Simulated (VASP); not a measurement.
Wanted: the native input for a VASP 6.6.1 run.

| Item | Value |
| --- | --- |
| Task | single point |
| Functional | PBEsol |
| Dispersion | D4 |
| Potentials or basis | VASP PAW PBE potentials, release 64 (Bi_d, Se) |
| Cutoff | 520 eV |
| k mesh | 8 × 8 × 8 |
| Occupations | fermi-dirac, width 0.05 eV |
| Spin | no spin polarisation |
| Dipole correction | no |
| Further INCAR settings | ALGO = Normal; EDIFF = 1e-06; NBANDS = 32 |

The structure of Bi2Se3 lies in POSCAR:

```
Bi2Se3
1.0
    2.0498416809      1.1834766462      9.3155875028
   -2.0498416809      1.1834766462      9.3155875028
    0.0000000000     -2.3669532925      9.3155875028
Bi Se
2 3
Direct
    0.5985766663      0.5985766663      0.5985766663
    0.4014233337      0.4014233337      0.4014233337
    0.7910795468      0.7910795468      0.7910795468
    0.2089204532      0.2089204532      0.2089204532
    0.0000000000      0.0000000000      0.0000000000
```

The input as run:

INCAR

```
PREC = Accurate ; ENCUT = 520
EDIFF = 1E-6 ; ISMEAR = -1
SIGMA = 0.05 ; LREAL = F
LASPH = T ; NELM = 100
ALGO = Normal ; ISIF = 2
LWAVE = F ; LCHARG = T
GGA = PS ; IVDW = 13
LELF = T ; LVHAR = T
NBANDS = 32
```

KPOINTS

```
regular mesh
0
Gamma
  8 8 8
```

Potentials or basis: VASP PAW PBE potentials, release 64 (Bi_d, Se).

Command:

```bash
$ cat potpaw_PBE.64/Bi_d/POTCAR potpaw_PBE.64/Se/POTCAR > POTCAR
$ mpirun -np 1 vasp_std > vasp.out
```

Results of the run:

The pressure is 0.1 GPa. The largest force is 0.021 eV/Å, the band gap on the k mesh is 0.01 eV and the dispersion energy per atom is -0.264 eV.

Caveat: the PAW data sets were made with another functional, which shifts forces and pressure a little; spin-orbit coupling is left out, which moves the levels of the heavy elements.

Wall time 12 min on 1 thread of Intel(R) Xeon(R) 6975P-C (Granite Rapids) (shared host), peak memory 0.83 GiB.
